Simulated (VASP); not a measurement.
Input of a VASP 6.6.1 run:

File INCAR:

```
PREC = Accurate
ENCUT = 520
EDIFF = 1E-6
ISMEAR = -1
SIGMA = 0.08
LREAL = False
LASPH = True
NELM = 80
ALGO = Normal
ISIF = 2
LWAVE = False
LCHARG = False
GGA = PS
NBANDS = 12
```

KPOINTS

```
regular mesh
0
Gamma
  13 13 13
```

File POSCAR:

```
Nb
1.0
    0.0000000000      2.0791456158      2.0791456158
    2.0791456158      0.0000000000      2.0791456158
    2.0791456158      2.0791456158      0.0000000000
Nb
1
Direct
    0.0000000000      0.0000000000      0.0000000000
```

Potentials or basis: VASP PAW PBE potentials, release 64 (Nb_sv).

Command:

```sh
$ cat potpaw_PBE.64/Nb_sv/POTCAR > POTCAR
$ mpirun -np 1 vasp_std > vasp.out
```

Task: Predict the pressure.

Result: 1.6 GPa.

Caveat: the PAW data sets were made with another functional, which shifts forces and pressure a little.
